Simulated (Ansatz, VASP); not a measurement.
# ZnS in VASP and in Ansatz

```
Zn S
1.0
     0.00000    2.78579    2.70465
     2.78579    0.00000    2.70465
     2.78579    2.78579    0.00000
Zn S
1 1
Direct
  0.00000 0.00000 0.00000
  0.75000 0.75000 0.75000
```

Change from the starting cell: strain +0.030 along x and y, +0.000 along z, atoms carried along.

Alike in both runs: task single point; functional r2SCAN; k mesh 8 × 8 × 8; occupations gaussian, width 0.05 eV; no spin polarisation.

```csv
,VASP,Ansatz
version,VASP 6.6.1,Ansatz 0.2.0
potentials or method,"VASP PAW PBE potentials, release 64 (Zn, S), cutoff 520 eV","scalar-relativistic, plane waves, PAW"
valence electrons in the cell,18,18
```

Ansatz gave:

- gap on the k mesh at the Fermi level (eV): 2.32
- least direct gap on the mesh (eV): 2.32
- pressure (GPa): -4.8
- traceless stress, the component that is largest in VASP (GPa): 0.84

Problem. What did VASP give for the same quantities?

Solution. gap on the k mesh at the Fermi level (eV): 2.32; least direct gap on the mesh (eV): 2.32; pressure (GPa): -4.7; traceless stress, the component that is largest in VASP (GPa): 0.81.

VASP's potentials were made for PBE, not for r2SCAN.
